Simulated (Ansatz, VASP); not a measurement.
**One calculation of NaInSe, two programs**

```
CELL_PARAMETERS angstrom
4.93687 0.00000 0.00000
-2.46843 4.27545 0.00000
0.00000 0.00000 6.06615
ATOMIC_POSITIONS crystal
Na 0.00000 0.00000 0.50000
In 0.00000 0.00000 0.00000
Se 0.66667 0.33333 0.00000
```

Alike in both runs: functional PBE; k mesh 12 × 12 × 8; occupations gaussian, width 0.1 eV; no spin polarisation.

Ansatz relaxed the structure, and its values are those at the end. VASP's run is a single point on that final structure, the one shown.

|  | VASP | Ansatz |
| --- | --- | --- |
| version | VASP 6.6.1 | Ansatz 0.2.0 |
| potentials or method | VASP PAW PBE potentials, release 64 (Na_pv, In_d, Se), cutoff 520 eV | scalar-relativistic, plane waves, PAW |
| valence electrons in the cell | 26 | 38 |

```tsv
	VASP	Ansatz	Ansatz less VASP
gap on the k mesh at the Fermi level (eV)	none	none	-
pressure (GPa)	0.0	0.0	0.00
```

A gap of «none» marks a metal or a gap that the smearing closes. The functional is the same, so the differences come from potentials, cutoffs and numerics. VASP's potentials hold 26 valence electrons a cell and Ansatz's 38, so a difference there can come from the potentials and not from the codes.
